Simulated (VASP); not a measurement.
Input of a VASP 6.6.1 run:

INCAR

```
SYSTEM = Bi2Se3
PREC     = Accurate       ! precision mode
ENCUT    = 520            ! plane-wave cutoff, eV
EDIFF    = 1E-6           ! SCF threshold, eV
ISMEAR   = 0              ! smearing method
SIGMA    = 0.1            ! smearing width, eV
LREAL    = .False.        ! projectors in reciprocal space
LASPH    = .True.         ! aspherical terms in the spheres
NELM     = 100            ! most SCF steps
ALGO     = Normal         ! electronic algorithm
ISIF     = 2              ! what is computed and relaxed
LWAVE    = .False.        ! write WAVECAR
LCHARG   = .False.        ! write CHGCAR
GGA      = PS             ! functional
NBANDS   = 32             ! bands
```

KPOINTS

```
regular mesh
0
Gamma
  6 6 6
  0 0 0
```

The input POSCAR:

```
Bi2Se3
1.0
    2.0715000000      1.1959810826      9.5453333333
   -2.0715000000      1.1959810826      9.5453333333
    0.0000000000     -2.3919621653      9.5453333333
Bi Se
2 3
Direct
    0.4008000000      0.4008000000      0.4008000000
    0.5992000000      0.5992000000      0.5992000000
    0.0000000000      0.0000000000      0.0000000000
    0.2117000000      0.2117000000      0.2117000000
    0.7883000000      0.7883000000      0.7883000000
```

Potentials or basis: VASP PAW PBE potentials, release 64 (Bi_d, Se).

Command:

```bash
$ cat potpaw_PBE.64/Bi_d/POTCAR potpaw_PBE.64/Se/POTCAR > POTCAR
$ mpirun -np 1 vasp_std > vasp.out
```

**Question.** What does it give for the largest force?

**Answer.** 0.192 eV/Å.

**Question.** Predict the band gap on the k mesh.

**Answer.** 0.14 eV.

**Question.** Predict the pressure.

**Answer.** -0.3 GPa.

Forces in eV/Å, atoms in the order of the input:
```
Bi   0.000  0.000 -0.192
Bi   0.000  0.000  0.192
Se   0.000  0.000  0.000
Se   0.000  0.000 -0.097
Se   0.000  0.000  0.097
```

Caveat: the PAW data sets were made with another functional, which shifts forces and pressure a little; spin-orbit coupling is left out, which moves the levels of the heavy elements. A k mesh can miss the band edges.
